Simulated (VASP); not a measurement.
# Hf (Fm-3m) in VASP: notebook

Hf is run at these levels: LDA+U, PBE0; tasks: single point.

Everything below comes from runs of VASP 6.6.1. Logs are shortened: lines on timing, memory, paths and dates and some standing lists are left out, and cuts for length are marked.

## Step 1: The cell of the first run

It takes space group Fm-3m (No. 225, cubic). The conventional cell has a = 4.440 Å, b = 4.440 Å, c = 4.440 Å, α = 90.00°, β = 90.00°, γ = 90.00°. Within 4.1 Å of Hf (site symmetry m-3m) lie 12 Hf at 3.14 Å.

This isn't the form of Hf at room conditions, which is hcp.

## Step 2: Single point, LDA+U

INCAR

```
SYSTEM = Hf
ALGO = Normal
EDIFF = 1E-6
ENCUT = 500
GGA = CA
GGA_COMPAT = .False.
ISIF = 2
ISMEAR = 1
LASPH = .True.
LCHARG = .False.
LDAU = .True.
LDAUJ = 0
LDAUL = 2
LDAUPRINT = 1
LDAUTYPE = 2
LDAUU = 6
LMAXMIX = 4
LREAL = .False.
LWAVE = .False.
NBANDS = 11
NELM = 200
PREC = Accurate
SIGMA = 0.15
```

KPOINTS

```
k-points
0
Gamma
  10 10 10
  0 0 0
```

POSCAR

```
Hf
1.0
    0.0000000000      2.2200000000      2.2200000000
    2.2200000000      0.0000000000      2.2200000000
    2.2200000000      2.2200000000      0.0000000000
Hf
1
Direct
    0.0000000000      0.0000000000      0.0000000000
```

Potentials or basis: VASP PAW LDA potentials, release 64 (Hf_pv).

Run with:

```console
cat potpaw_LDA.64/Hf_pv/POTCAR > POTCAR
mpirun -np 1 vasp_std > vasp.out
```

OUTCAR:

```text
SYSTEM = Hf
   EDIFF = 1E-6
   ENCUT = 500
   GGA = CA
   ISIF = 2
   ISMEAR = 1
   LASPH = .True.
   LREAL = .False.
   NELM = 200
   PREC = Accurate

 ion  position               nearest neighbor table
   1  0.000  0.000  0.000-

  LATTYP: Found a face centered cubic cell.
 ALAT       =     4.4400000000

  Lattice vectors:

 A1 = (   0.0000000000,   2.2200000000,   2.2200000000)
 A2 = (   2.2200000000,   0.0000000000,   2.2200000000)
 A3 = (   2.2200000000,   2.2200000000,   0.0000000000)

Analysis of symmetry for initial positions (statically):
=====================================================================
 Subroutine PRICEL returns:
 Original cell was already a primitive cell.

 Routine SETGRP: Setting up the symmetry group for a
 face centered cubic supercell.

 Subroutine GETGRP returns: Found 48 space group operations
 (whereof 48 operations were pure point group operations)
 out of a pool of 48 trial point group operations.

The static configuration has the point symmetry O_h .

Analysis of symmetry for dynamics (positions and initial velocities):
=====================================================================
 Subroutine PRICEL returns:
 Original cell was already a primitive cell.

 Routine SETGRP: Setting up the symmetry group for a
 face centered cubic supercell.

 Subroutine GETGRP returns: Found 48 space group operations
 (whereof 48 operations were pure point group operations)
 out of a pool of 48 trial point group operations.

The dynamic configuration has the point symmetry O_h .

 Subroutine INISYM returns: Found 48 space group operations
 (whereof 48 operations are pure point group operations),
 and found     1 'primitive' translations

----------------------------------------------------------------------------------------

                                     Primitive cell

  volume of cell :      21.8821

  direct lattice vectors                    reciprocal lattice vectors
     0.000000000  2.220000000  2.220000000    -0.225225225  0.225225225  0.225225225
     2.220000000  0.000000000  2.220000000     0.225225225 -0.225225225  0.225225225
     2.220000000  2.220000000  0.000000000     0.225225225  0.225225225 -0.225225225

  length of vectors
     3.139554108  3.139554108  3.139554108     0.390101533  0.390101533  0.390101533

  position of ions in fractional coordinates (direct lattice)
     0.000000000  0.000000000  0.000000000

  ion indices of the primitive-cell ions
   primitive index   ion index
                 1           1

----------------------------------------------------------------------------------------

 KPOINTS: k-points

Automatic generation of k-mesh.
 Grid dimensions read from file:
 generate k-points for:   10   10   10

 Generating k-lattice:

  Cartesian coordinates                     Fractional coordinates (reciprocal lattice)
    -0.022522523  0.022522523  0.022522523     0.100000000  0.000000000  0.000000000
     0.022522523 -0.022522523  0.022522523     0.000000000  0.100000000  0.000000000
     0.022522523  0.022522523 -0.022522523     0.000000000  0.000000000  0.100000000

  Length of vectors
     0.039010153  0.039010153  0.039010153

  Shift w.r.t. Gamma in fractional coordinates (k-lattice)
     0.000000000  0.000000000  0.000000000

 Subroutine IBZKPT returns following result:
 ===========================================

 Found     47 irreducible k-points:

[... 37 lines left out ...]
   ISTART =      0    job   : 0-new  1-cont  2-samecut
   ICHARG =      2    charge: 1-file 2-atom 10-const
   ISPIN  =      1    spin polarized calculation?
   LNONCOLLINEAR =      F non collinear calculations
   LSORBIT =      F    spin-orbit coupling
   LASPH  =      T    aspherical Exc in radial PAW
   ENCUT  =  500.0 eV  36.75 Ry    6.06 a.u.   5.72  5.72  5.72*2*pi/ulx,y,z
   NELM   =    200;   NELMIN=  2; NELMDL= -5     # of ELM steps
   EDIFF  = 0.1E-05   stopping-criterion for ELM
   LREAL  =      F    real-space projection
   EDIFFG = 0.1E-04   stopping-criterion for IOM
   NSW    =      0    number of steps for IOM
   IBRION =     -1    ionic relax: 0-MD 1-quasi-New 2-CG
   NFREE  =      0    steps in history (QN), initial steepest desc. (CG)
   ISIF   =      2    stress and relaxation
   ISYM   =      2    0-nonsym 1-usesym 2-fastsym
   POTIM  = 0.5000    time-step for ionic-motion
   TEBEG  =    0.0;   TEEND  =   0.0 temperature during run
   PSTRESS=    0.0 pullay stress
   NELECT =      10.0000    total number of electrons
   NUPDOWN=      -1.0000    fix difference up-down
   EMIN   =  10.00;   EMAX   =-10.00  energy-range for DOS
   EFERMI =   0.00;   METHOD = LEGACY
   ISMEAR =     1;   SIGMA  =   0.15  broadening in eV -4-tet -1-fermi 0-gaus
   EFERMI_NEDOS =   21; number of points for ismear=-14 and -15
   IALGO  =     38    algorithm
   IMIX   =      4    mixing-type and parameters
     AMIX     =   0.40;   BMIX     =  1.00
     AMIX_MAG =   1.60;   BMIX_MAG =  1.00
  volume/ion in A,a.u.               =      21.88       147.67
  Fermi-wavevector in a.u.,A,eV,Ry     =   1.260991  2.382927 21.634588  1.590097
  Thomas-Fermi vector in A             =   2.394472
   LORBIT       =      0    0 simple, 1 ext, 2 COOP (PROOUT), +10 PAW based schemes
 LDA+U is selected, type is set to LDAUTYPE =  2
   angular momentum for each species LDAUL =     2
   U (eV)           for each species LDAUU =   6.0
   J (eV)           for each species LDAUJ =   0.0
   GGA     = CA    functional components
   LHFCALC =     F    Hartree Fock is set to
   AEXX    =    0.0000 exact exchange contribution
   IVDW    =     0    specifies the selected vdW correction
   LEPSILON=     F    determine dielectric tensor
   LRPA    =     F    only Hartree local field effects (RPA)
 non-spin polarized calculation
 Methfessel and Paxton  Order N= 1 SIGMA  =   0.15
  energy-cutoff  :      500.00
  volume of cell :       21.88
 maximum number of plane-waves:       568
   NGX = 11   NGY = 11   NGZ = 11

atom =   1  type =  1  l = 2

 onsite density matrix

spin component  1

  0.1657 -0.0000 -0.0000 -0.0000 -0.0000
 -0.0000  0.1657 -0.0000  0.0000 -0.0000
 -0.0000 -0.0000  0.0952 -0.0000 -0.0000
 -0.0000  0.0000 -0.0000  0.1657  0.0000
 -0.0000 -0.0000 -0.0000  0.0000  0.0952

spin component  2

  0.1657 -0.0000 -0.0000 -0.0000 -0.0000
 -0.0000  0.1657 -0.0000  0.0000 -0.0000
 -0.0000 -0.0000  0.0952 -0.0000 -0.0000
 -0.0000  0.0000 -0.0000  0.1657  0.0000
 -0.0000 -0.0000 -0.0000  0.0000  0.0952

 occupancies and eigenvectors

  o =  0.0952  v =  0.0000 -0.0000 -0.9999 -0.0000  0.0150  0.0000  0.0000  0.0000  0.0000  0.0000      0.0000  0.0000  0.0000  0.0000  0.0000  0.0000  0.0000  0.0000  0.0000  0.0000
  o =  0.0952  v =  0.0000  0.0000  0.0000  0.0000  0.0000  0.0000 -0.0000 -0.9999 -0.0000  0.0150      0.0000  0.0000  0.0000  0.0000  0.0000  0.0000  0.0000  0.0000  0.0000  0.0000
  o =  0.0952  v =  0.0000 -0.0000 -0.0150 -0.0000 -0.9999  0.0000  0.0000  0.0000  0.0000  0.0000      0.0000  0.0000  0.0000  0.0000  0.0000  0.0000  0.0000  0.0000  0.0000  0.0000
  o =  0.0952  v =  0.0000  0.0000  0.0000  0.0000  0.0000  0.0000 -0.0000 -0.0150 -0.0000 -0.9999      0.0000  0.0000  0.0000  0.0000  0.0000  0.0000  0.0000  0.0000  0.0000  0.0000
  o =  0.1657  v =  1.0000  0.0000  0.0000  0.0000  0.0000  0.0000  0.0000  0.0000  0.0000  0.0000      0.0000  0.0000  0.0000  0.0000  0.0000  0.0000  0.0000  0.0000  0.0000  0.0000
  o =  0.1657  v =  0.0000  0.0000  0.0000  0.0000  0.0000  1.0000  0.0000  0.0000  0.0000  0.0000      0.0000  0.0000  0.0000  0.0000  0.0000  0.0000  0.0000  0.0000  0.0000  0.0000
  o =  0.1657  v =  0.0000  0.0000  0.0000  0.0000  0.0000  0.0000 -0.9942  0.0000  0.1076  0.0000      0.0000  0.0000  0.0000  0.0000  0.0000  0.0000  0.0000  0.0000  0.0000  0.0000
  o =  0.1657  v =  0.0000 -0.9942  0.0000  0.1076  0.0000  0.0000  0.0000  0.0000  0.0000  0.0000      0.0000  0.0000  0.0000  0.0000  0.0000  0.0000  0.0000  0.0000  0.0000  0.0000
  o =  0.1657  v =  0.0000  0.0000  0.0000  0.0000  0.0000  0.0000  0.1076 -0.0000  0.9942 -0.0000      0.0000  0.0000  0.0000  0.0000  0.0000  0.0000  0.0000  0.0000  0.0000  0.0000
  o =  0.1657  v =  0.0000  0.1076 -0.0000  0.9942 -0.0000  0.0000  0.0000  0.0000  0.0000  0.0000      0.0000  0.0000  0.0000  0.0000  0.0000  0.0000  0.0000  0.0000  0.0000  0.0000

 number of electron      10.0000000 magnetization

 Free energy of the ion-electron system (eV)
  ---------------------------------------------------
  ext. energy  EPLUGINS =         0.00000000
  ---------------------------------------------------
  free energy    TOTEN  =        -6.78449739 eV

  energy without entropy =       -6.78436809  energy(sigma->0) =       -6.78445429

 E-fermi :   5.7110     XC(G=0): -11.6287

 val. band max:        5.6466802902   @ k =  -0.3000   0.3000   0.1000
 cond. band min:       5.7201636988   @ k =   0.3000   0.2000   0.1000
 fundamental gap:      0.0734834086
 Fermi energy:         5.7110005413

 k-point     1 :       0.0000    0.0000    0.0000
  band No.  band energies     occupation
      1     -25.4674      2.00000
      2     -25.4674      2.00000
      3     -25.4674      2.00000
      4      -2.4432      2.00000
      5       7.5203     -0.00000
      6       7.5203     -0.00000
      7       7.5203     -0.00000
      8      10.8413      0.00000
      9      10.8413      0.00000
     10      16.3019      0.00000
     11      16.3065      0.00000
[... 309 lines left out ...]
 k-point    24 :       0.4000    0.3000    0.0000
  band No.  band energies     occupation
      1     -26.1295      2.00000
      2     -25.7349      2.00000
      3     -25.7073      2.00000
      4       1.9818      2.00000
      5       4.3944      2.00000
      6       6.5276     -0.00000
      7      10.2247      0.00000
      8      11.0587      0.00000
      9      12.8271      0.00000
     10      16.2848      0.00000
     11      17.0994      0.00000

 [... further k-points ...]

------------------------ aborting loop because EDIFF is reached ----------------------------------------

  FORCE on cell =-STRESS in cart. coord.  units (eV):
  Direction    XX          YY          ZZ          XY          YZ          ZX
  --------------------------------------------------------------------------------------
  -------------------------------------------------------------------------------------
  Total        2.3071324      2.3071324      2.3071324      0.0000000      0.0000000     -0.0000000
  in kB      168.9250960    168.9250960    168.9250960      0.0000000      0.0000000     -0.0000000
  external PRESSURE =     168.9250960 kB  Pullay stress =       0.0000000 kB

 VOLUME and BASIS-vectors are now :
 -----------------------------------------------------------------------------
  energy-cutoff  :      500.00
  volume of cell :       21.88
      direct lattice vectors                 reciprocal lattice vectors
     0.000000000  2.220000000  2.220000000    -0.225225225  0.225225225  0.225225225
     2.220000000  0.000000000  2.220000000     0.225225225 -0.225225225  0.225225225
     2.220000000  2.220000000  0.000000000     0.225225225  0.225225225 -0.225225225

 POSITION                                       TOTAL-FORCE (eV/Angst)
 -----------------------------------------------------------------------------------
      0.00000      0.00000      0.00000         0.000000      0.000000     -0.000000
 -----------------------------------------------------------------------------------
    total drift:                                0.000000      0.000000      0.000000

  FREE ENERGIE OF THE ION-ELECTRON SYSTEM (eV)
  ---------------------------------------------------
  free  energy   TOTEN  =        -6.7844973897 eV

  energy  without entropy=       -6.7843680867  energy(sigma->0) =       -6.78445429
```

Run time: 4.7 s. Hardware: 1 thread of Intel Xeon Platinum 8488C (Sapphire Rapids), shared host; peak memory 0.13 GiB.

Results:

```
Free energy            : -6.7845 eV
Pressure               : 16.9 GPa
Band gap on the k mesh : zero (bands 5 and 6 overlap by 2.24 eV)
```

Eigenvalues of the final occupation matrices:
```csv
site,spin,trace,eigenvalues
site 1 d,1,0.69,0.10 0.10 0.17 0.17 0.17
site 1 d,2,0.69,0.10 0.10 0.17 0.17 0.17
```

Caveat: the cell stands under pressure; spin-orbit coupling is left out, which moves the levels of the heavy elements; U without spin polarisation on a metal has little footing; the U is typed as a test and isn't derived for this compound.

## Step 3: Single point, PBE0

This run uses another cell than the first one, of 20.57 Å³/atom.

POSCAR

```
Hf
1.0
    0.0000000000      2.1746811613      2.1746811613
    2.1746811613      0.0000000000      2.1746811613
    2.1746811613      2.1746811613      0.0000000000
Hf
1
Direct
    0.0000000000      0.0000000000      0.0000000000
```

INCAR.step1

```
ALGO = Normal
EDIFF = 1E-5
ENCUT = 520
GGA = PE
ISIF = 2
ISMEAR = -1
LASPH = True
LCHARG = False
LREAL = False
LWAVE = True
NBANDS = 11
NELM = 100
PREC = Accurate
SIGMA = 0.05
```

INCAR.step2

```
AEXX = 0.25
ALGO = Normal
EDIFF = 1E-6
ENCUT = 520
GGA = PE
ISIF = 2
ISMEAR = -1
ISTART = 1
LASPH = True
LCHARG = False
LHFCALC = True
LREAL = False
LWAVE = False
NBANDS = 11
NELM = 100
PREC = Accurate
PRECFOCK = Normal
SIGMA = 0.05
```

KPOINTS

```
k-points
0
Gamma
  6 6 6
```

Potentials or basis: VASP PAW PBE potentials, release 64 (Hf_pv).

Run with:

```console
cat potpaw_PBE.64/Hf_pv/POTCAR > POTCAR
cp INCAR.step1 INCAR
mpirun -np 1 vasp_std > vasp.out
cp INCAR.step2 INCAR
mpirun -np 1 vasp_std > vasp.out
```

OUTCAR:

```text
AEXX = 0.25
   EDIFF = 1E-6
   ENCUT = 520
   GGA = PE
   ISIF = 2
   ISMEAR = -1
   ISTART = 1
   LASPH = True
   LHFCALC = True
   LREAL = False
   NELM = 100
   PREC = Accurate
   PRECFOCK = Normal

 ion  position               nearest neighbor table
   1  0.000  0.000  0.000-

  LATTYP: Found a face centered cubic cell.
 ALAT       =     4.3493623226

  Lattice vectors:

 A1 = (   0.0000000000,   2.1746811613,   2.1746811613)
 A2 = (   2.1746811613,   0.0000000000,   2.1746811613)
 A3 = (   2.1746811613,   2.1746811613,   0.0000000000)

Analysis of symmetry for initial positions (statically):
=====================================================================
 Subroutine PRICEL returns:
 Original cell was already a primitive cell.

 Routine SETGRP: Setting up the symmetry group for a
 face centered cubic supercell.

 Subroutine GETGRP returns: Found 48 space group operations
 (whereof 48 operations were pure point group operations)
 out of a pool of 48 trial point group operations.

The static configuration has the point symmetry O_h .

Analysis of symmetry for dynamics (positions and initial velocities):
=====================================================================
 Subroutine PRICEL returns:
 Original cell was already a primitive cell.

 Routine SETGRP: Setting up the symmetry group for a
 face centered cubic supercell.

 Subroutine GETGRP returns: Found 48 space group operations
 (whereof 48 operations were pure point group operations)
 out of a pool of 48 trial point group operations.

The dynamic configuration has the point symmetry O_h .

 Subroutine INISYM returns: Found 48 space group operations
 (whereof 48 operations are pure point group operations),
 and found     1 'primitive' translations

----------------------------------------------------------------------------------------

                                     Primitive cell

[... 111 lines left out ...]
   AEXX    =    0.2500 exact exchange contribution
   HFSCREEN=    0.0000 screening length (either q_TF or 0.3 A-1)
   HFSCREENC=   0.0000 screening length for correlation (either q_TF or 0.3 A-1)
   ENCUTFOCK=  -1.0 apply spherical cutoff to Coloumb kernel
   IVDW    =     0    specifies the selected vdW correction
   LEPSILON=     F    determine dielectric tensor
   LRPA    =     F    only Hartree local field effects (RPA)
 non-spin polarized calculation
  energy-cutoff  :      520.00
  volume of cell :       20.57
 maximum number of plane-waves:       568
  NGX = 18; NGY = 18; NGZ = 18

 number of electron      10.0000001 magnetization

 Free energy of the ion-electron system (eV)
  ---------------------------------------------------
  ext. energy  EPLUGINS =         0.00000000
  ---------------------------------------------------
  free energy    TOTEN  =       -12.10351656 eV

  energy without entropy =      -12.09774154  energy(sigma->0) =      -12.10062905

 E-fermi :   5.1360     XC(G=0):  -9.1856

 val. band max:        5.0691109370   @ k =   0.5000   0.3333   0.1667
 cond. band min:       5.5488551427   @ k =  -0.3333   0.3333   0.1667
 fundamental gap:      0.4797442058
 Fermi energy:         5.1360223270

 k-point     1 :       0.0000    0.0000    0.0000
  band No.  band energies     occupation
      1     -27.1474      2.00000
      2     -27.1474      2.00000
      3     -27.1474      2.00000
      4      -3.7741      2.00000
      5       7.5829      0.00000
      6       7.5829      0.00000
      7       7.5829      0.00000
      8      11.0533      0.00000
      9      11.0533      0.00000
     10      17.9134      0.00000
     11      20.3874      0.00000
[... 197 lines left out ...]
 k-point    16 :      -0.3333    0.5000    0.1667
  band No.  band energies     occupation
      1     -28.0886      2.00000
      2     -27.7360      2.00000
      3     -27.5699      2.00000
      4       1.8841      2.00000
      5       3.1586      2.00000
      6       6.6057      0.00000
      7       9.9570      0.00000
      8      14.1801      0.00000
      9      16.0391      0.00000
     10      16.7027      0.00000
     11      17.2095      0.00000

------------------------ aborting loop because EDIFF is reached ----------------------------------------

  FORCE on cell =-STRESS in cart. coord.  units (eV):
  Direction    XX          YY          ZZ          XY          YZ          ZX
  --------------------------------------------------------------------------------------
  -------------------------------------------------------------------------------------
  Total        1.2761655      1.2761655      1.2761655     -0.0000000     -0.0000000      0.0000000
  in kB       99.4032977     99.4032977     99.4032977     -0.0000000     -0.0000000      0.0000000
  external PRESSURE =      99.4032977 kB  Pullay stress =       0.0000000 kB

 VOLUME and BASIS-vectors are now :
 -----------------------------------------------------------------------------
  energy-cutoff  :      520.00
  volume of cell :       20.57
      direct lattice vectors                 reciprocal lattice vectors
     0.000000000  2.174681161  2.174681161    -0.229918762  0.229918762  0.229918762
     2.174681161  0.000000000  2.174681161     0.229918762 -0.229918762  0.229918762
     2.174681161  2.174681161  0.000000000     0.229918762  0.229918762 -0.229918762

 POSITION                                       TOTAL-FORCE (eV/Angst)
 -----------------------------------------------------------------------------------
      0.00000      0.00000      0.00000         0.000000     -0.000000      0.000000
 -----------------------------------------------------------------------------------
    total drift:                                0.000000      0.000000      0.000000

  FREE ENERGIE OF THE ION-ELECTRON SYSTEM (eV)
  ---------------------------------------------------
  free  energy   TOTEN  =       -12.1035165625 eV

  energy  without entropy=      -12.0977415404  energy(sigma->0) =      -12.10062905
```

OUTCAR.step1:

```text
EDIFF = 1E-5
   ENCUT = 520
   GGA = PE
   ISIF = 2
   ISMEAR = -1
   LASPH = True
[... 427 lines left out ...]

 POSITION                                       TOTAL-FORCE (eV/Angst)
 -----------------------------------------------------------------------------------
      0.00000      0.00000      0.00000         0.000000      0.000000      0.000000
 -----------------------------------------------------------------------------------
    total drift:                                0.000000     -0.000000     -0.000000

  FREE ENERGIE OF THE ION-ELECTRON SYSTEM (eV)
  ---------------------------------------------------
  free  energy   TOTEN  =        -9.8054235576 eV

  energy  without entropy=       -9.7918171343  energy(sigma->0) =       -9.79862035
```

Run time: 15 min. Hardware: 1 thread of AMD EPYC 7R13 (Zen 3), shared host; peak memory 0.13 GiB.

What came out:

```
Free energy            : -12.1035 eV
Pressure               : 9.9 GPa
Band gap on the k mesh : zero (bands 5 and 6 overlap by 2.51 eV)
```

Caveat: the k points lie up to 0.42 Å⁻¹ apart, too coarse for converged energies and pressures of a metal; the PAW data sets were made with another functional, which shifts forces and pressure a little; spin-orbit coupling is left out, which moves the levels of the heavy elements.

[end of part 1 of 2]
